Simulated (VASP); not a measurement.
Write the native input for VASP 6.6.1 that does the following.

```yaml
Task: single point
Functional: LDA
Potentials_or_basis: VASP PAW PBE potentials, release 64 (Yb)
Cutoff: 520 eV
k_mesh: 11 × 11 × 11
Occupations: fermi-dirac, width 0.1 eV
Spin: no spin polarisation
Dipole_correction: no
Further_INCAR_settings: ALGO = Normal; EDIFF = 1e-07; NBANDS = 18
```

The structure of Yb lies in POSCAR:

```
Yb
1.0
    0.0000000000      2.4569516026      2.4569516026
    2.4569516026      0.0000000000      2.4569516026
    2.4569516026      2.4569516026      0.0000000000
Yb
1
Direct
    0.0000000000      0.0000000000      0.0000000000
```

The input as run:

INCAR

```
PREC = Accurate ; ENCUT = 520
EDIFF = 1E-7 ; ISMEAR = -1
SIGMA = 0.1 ; LREAL = False
LASPH = True ; NELM = 80
ALGO = Normal ; ISIF = 2
LWAVE = False ; LCHARG = True
GGA = CA ; LELF = True
LVHAR = True ; NBANDS = 18
```

KPOINTS

```
Automatic mesh
0
Gamma
  11 11 11
```

Potentials or basis: VASP PAW PBE potentials, release 64 (Yb).

The run is started by

```sh
$ cat potpaw_PBE.64/Yb/POTCAR > POTCAR
$ mpirun -np 1 vasp_std > vasp.out
```

It gave:

```json
{"Pressure": "-0.3 GPa", "Band gap on the k mesh": "zero (bands 12 and 13 overlap by 0.11 eV)"}
```

Caveat: the PAW data sets were made with another functional, which shifts forces and pressure a little; spin-orbit coupling is left out, which moves the levels of the heavy elements.

It took 100 s on 1 thread of AMD EPYC 7R13 (shared host), peak memory 0.14 GiB.
